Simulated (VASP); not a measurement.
A run of VASP 6.6.1:

INCAR

```
  ALGO = Fast
  EDIFF = 1E-6
  ENCUT = 520
  GGA = PE
  ISIF = 2
  ISMEAR = 0
  ISPIN = 2
  LASPH = T
  LCHARG = F
  LMAXMIX = 4
  LORBIT = 11
  LREAL = F
  LWAVE = F
  MAGMOM = 0 0 2.23
  NBANDS = 24
  NELM = 150
  PREC = Accurate
  SIGMA = 0.1
```

Contents of KPOINTS:

```
k-points
0
Gamma
  10 10 10
```

Contents of POSCAR:

```
K2Os
1.0
    0.0000000000      3.9537550279      3.9537550279
    3.9537550279      0.0000000000      3.9537550279
    3.9537550279      3.9537550279      0.0000000000
K Os
2 1
Direct
    0.2500000000      0.2500000000      0.2500000000
    0.7500000000      0.7500000000      0.7500000000
    0.0000000000      0.0000000000      0.0000000000
```

Potentials or basis: VASP PAW PBE potentials, release 64 (K_sv, Os).

Command:

```sh
$ cat potpaw_PBE.64/K_sv/POTCAR potpaw_PBE.64/Os/POTCAR > POTCAR
$ mpirun -np 1 vasp_std > vasp.out
```

Hardware: 1 thread of Intel(R) Xeon(R) Platinum 8259CL CPU @ 2.50GHz (Skylake/Cascade Lake) (shared host).

**Question.** How long does it take, and how much memory?

**Answer.** It took 6.6 min on 1 thread of Intel(R) Xeon(R) Platinum 8259CL CPU @ 2.50GHz (Skylake/Cascade Lake) (shared host), peak memory 0.44 GiB. Counts: scf iterations 18, k points 47.
